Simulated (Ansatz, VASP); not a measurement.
## Cu in VASP and in Ansatz

File INCAR:

```
SYSTEM = Cu
PREC = Accurate
ENCUT = 600
EDIFF = 1E-6
ISMEAR = 1
SIGMA = 0.0584
LREAL = .FALSE.
LASPH = .TRUE.
NELM = 120
ALGO = Normal
ISIF = 2
LWAVE = .FALSE.
LCHARG = .TRUE.
GGA = PE
LELF = .TRUE.
LVHAR = .TRUE.
NBANDS = 12
GGA_COMPAT = .FALSE.
```

KPOINTS

```
regular mesh
0
G
  12 12 12
  0 0 0
```

POSCAR

```
Cu
1.0
    0.0000000000      1.7810820000      1.7810820000
    1.7810820000      0.0000000000      1.7810820000
    1.7810820000      1.7810820000      0.0000000000
Cu
1
Direct
    0.0000000000      0.0000000000      0.0000000000
```

Input for Ansatz:

```yaml
crystal:
  lattice:
    - [0.0, 1.781082, 1.781082]
    - [1.781082, 0.0, 1.781082]
    - [1.781082, 1.781082, 0.0]
  atoms:
    - { symbol: Cu, position: [0.0, 0.0, 0.0] }
  symmetry: { tolerance: 0.0003 }
kpoints:
  mp_grid: { grid: [12, 12, 12], shift: [0, 0, 0] }
  band_path:
    path:
      - [0.0, 0.0, 0.0]
      - [0.5, 0.0, 0.5]
      - [0.625, 0.25, 0.625]
      - [0.375, 0.375, 0.75]
      - [0.0, 0.0, 0.0]
      - [0.5, 0.5, 0.5]
      - [0.5, 0.25, 0.75]
      - [0.5, 0.0, 0.5]
    npoints: 8
magnetization:
  spin_polarized: false
scf:
  occupations: { method: cold, width: 0.0584 }
  lower_state_search: "off"
  max_iter: 200
hamiltonian:
  pseudopotentials: { kind: paw }
  xc: pbe
basis:
  ecutwfc: 420
  fft_grid_basis: typed
output:
  forces: true
  stress: true
  eigenvalues: true
  bader: true
  populations: true
  elf: true
  write_potential: true
  volumetric_format: npy
  dos:
    e_range: [-12, 8]
    de: 0.05
    projected: { site_lists: { Cu: [Cu] } }
checkpoint:
  read: saved_state
```

Alike in both runs: task single point; functional PBE; k mesh 12 × 12 × 12; no spin polarisation.

|  | VASP | Ansatz |
| --- | --- | --- |
| version | VASP 6.6.1 | Ansatz 0.2.0 |
| potentials or method | VASP PAW PBE potentials, release 64 (Cu), cutoff 600 eV | PAW plane waves |
| occupations | methfessel-paxton of order 1, width 0.0584 eV | cold, width 0.0584 eV |
| valence electrons in the cell | 11 | 19 |

```tsv
	VASP	Ansatz	Ansatz less VASP
pressure (GPa)	9.6	9.0	-0.59
```

VASP's potentials hold 11 valence electrons a cell and Ansatz's 19, so a difference there can come from the potentials and not from the codes.
